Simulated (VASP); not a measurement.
Wanted: the native input for a VASP 6.6.1 run.

```
Task                   : single point
Functional             : r2SCAN
Potentials or basis    : VASP PAW PBE potentials, release 64 (Re, K_sv, F, Pb_d)
Cutoff                 : 520 eV
k mesh                 : 5 × 5 × 5
Occupations            : fermi-dirac, width 0.1 eV
Spin                   : no spin polarisation
Dipole correction      : no
Further INCAR settings : ALGO = Normal; EDIFF = 1e-06; NBANDS = 63
```

K2Re2PbF8:

```
Re K F Pb
1.0
     5.58017    0.00000    0.00000
    -2.79008    4.83256    0.00000
    -2.79008    1.61085    6.99012
Re K F Pb
2 2 8 1
Cartesian
  0.0000 3.2217 0.4696
  0.0000 3.2217 6.5206
  -2.7901 4.8326 3.4338
  2.7901 1.6109 3.5563
  -2.7901 4.8326 5.6524
  2.7901 1.6109 1.3377
  -1.2038 3.9167 1.9248
  0.0000 1.8317 1.9248
  1.2038 3.9167 1.9248
  1.2038 2.5267 5.0653
  -1.2038 2.5267 5.0653
  0.0000 4.6118 5.0653
  0.0000 0.0000 0.0000
```

These files were run (other wordings do the same):

POSCAR

```
K2Re2PbF8
1.0
    5.5801653697      0.0000002916      0.0000001344
   -2.7900829373      4.8325648217      0.0000010874
   -2.7900829373      1.6108531734      6.9901213677
Re K F Pb
2 2 8 1
Direct
    0.3557244623      0.6442755377      0.0671733868
    0.6442755377      0.3557244623      0.9328266132
    0.1637441932      0.8362558068      0.4912325795
    0.8362558068      0.1637441932      0.5087674205
    0.2695436677      0.7304563323      0.8086310031
    0.7304563323      0.2695436677      0.1913689969
    0.2812986934      0.7187013066      0.2753581032
    0.2812986934      0.2872392836      0.2753581032
    0.7127607164      0.7187013066      0.2753581032
    0.7187013066      0.2812986934      0.7246418968
    0.2872392836      0.2812986934      0.7246418968
    0.7187013066      0.7127607164      0.7246418968
    0.0000000000      0.0000000000      0.0000000000
```

INCAR.step1

```
PREC     = Accurate       # precision mode
ENCUT    = 520            # plane-wave cutoff, eV
ISMEAR   = -1             # smearing method
SIGMA    = 0.1            # smearing width, eV
LREAL    = False          # projectors in reciprocal space
LASPH    = True           # aspherical terms in the spheres
NELM     = 100            # most SCF steps
NBANDS   = 63             # bands
GGA      = PE             # functional
ALGO     = Normal         # electronic algorithm
EDIFF    = 1E-4           # SCF threshold, eV
LWAVE    = True           # write WAVECAR
LCHARG   = False          # write CHGCAR
```

INCAR.step2

```
PREC     = Accurate       # precision mode
ENCUT    = 520            # plane-wave cutoff, eV
EDIFF    = 1E-6           # SCF threshold, eV
ISMEAR   = -1             # smearing method
SIGMA    = 0.1            # smearing width, eV
LREAL    = False          # projectors in reciprocal space
LASPH    = True           # aspherical terms in the spheres
NELM     = 100            # most SCF steps
ALGO     = Normal         # electronic algorithm
ISIF     = 2              # what is computed and relaxed
LWAVE    = False          # write WAVECAR
LCHARG   = True           # write CHGCAR
METAGGA  = R2SCAN         # meta-GGA
LMIXTAU  = True         
LELF     = True           # ELF
LVHAR    = True         
NBANDS   = 63             # bands
ISTART   = 1
```

KPOINTS

```
regular mesh
0
Gamma
  5 5 5
```

Potentials or basis: VASP PAW PBE potentials, release 64 (Re, K_sv, F, Pb_d).

Command:

```bash
$ cat potpaw_PBE.64/Re/POTCAR potpaw_PBE.64/K_sv/POTCAR potpaw_PBE.64/F/POTCAR potpaw_PBE.64/Pb_d/POTCAR > POTCAR
$ cp INCAR.step1 INCAR
$ mpirun -np 1 vasp_std > vasp.out
$ cp INCAR.step2 INCAR
$ mpirun -np 1 vasp_std > vasp.out
```

It gave:

* Pressure: 5.5 GPa
* Largest force: 0.491 eV/Å

Caveat: the cell stands under pressure; the PAW data sets were made with another functional, which shifts forces and pressure a little.

Run time: 13 min on 1 thread of Intel(R) Xeon(R) Platinum 8559C (Emerald Rapids) (shared host), peak memory 0.48 GiB.
